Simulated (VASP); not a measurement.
# BaTiO3: single point with LDA+U

The system is BaTiO3.

```
Ba Ti O
1.0
     4.00600    0.00000    0.00000
     0.00000    4.00600    0.00000
     0.00000    0.00000    4.00600
Ba Ti O
1 1 3
Direct
  0.50000 0.50000 0.50000
  0.00000 0.00000 0.00000
  0.50000 0.00000 0.00000
  0.00000 0.50000 0.00000
  0.00000 0.00000 0.50000
```

```yaml
Program: VASP 6.6.1
Task: single point
Functional: LDA
Potentials_or_basis: VASP PAW LDA potentials, release 64 (Ba_sv, Ti_sv, O)
Cutoff: 520 eV
k_mesh: 4 × 4 × 4
Occupations: methfessel-paxton, width 0.01 eV
Spin: no spin polarisation
Hubbard_terms: Ti d U = 2.0 eV
Dipole_correction: no
Further_INCAR_settings: ALGO = Normal; EDIFF = 1e-06; NBANDS = 28
```

* Pressure: -5.6 GPa
* Band gap on the k mesh: 1.85 eV, indirect (least direct gap 2.02 eV)

Levels at points of the mesh, in eV from the valence-band top:
| k point | band 16 | band 17 | band 18 | band 19 | band 20 | band 21 | band 22 | band 23 | band 24 | band 25 |
| --- | --- | --- | --- | --- | --- | --- | --- | --- | --- | --- |
| (0.00, 0.00, 0.00) | -1.12 | -1.12 | -0.17 | -0.17 | -0.17 | 1.85 | 1.85 | 1.85 | 3.92 | 3.92 |
| (0.50, 0.00, 0.00) | -1.98 | -1.82 | -1.82 | -0.76 | -0.76 | 2.03 | 3.62 | 3.62 | 3.93 | 5.89 |
| (0.50, 0.50, 0.00) | -2.71 | -1.82 | -0.88 | -0.88 | -0.09 | 3.64 | 3.64 | 4.05 | 4.75 | 7.64 |
| (0.50, 0.50, 0.50) | -2.37 | -2.37 | 0.00 | 0.00 | 0.00 | 4.31 | 4.31 | 4.31 | 6.60 | 6.60 |

Eigenvalues of the final occupation matrices:
| site | spin | trace | eigenvalues |
| --- | --- | --- | --- |
| site 2 d | 1 | 0.83 | 0.12 0.12 0.12 0.24 0.24 |
| site 2 d | 2 | 0.83 | 0.12 0.12 0.12 0.24 0.24 |

Wall time 16 s on 1 thread of Intel(R) Xeon(R) Platinum 8488C (Sapphire Rapids), on a shared host, peak memory 0.16 GiB.

Caveat: spin-orbit coupling is left out, which moves the levels of the heavy elements. A k mesh can miss the band edges.
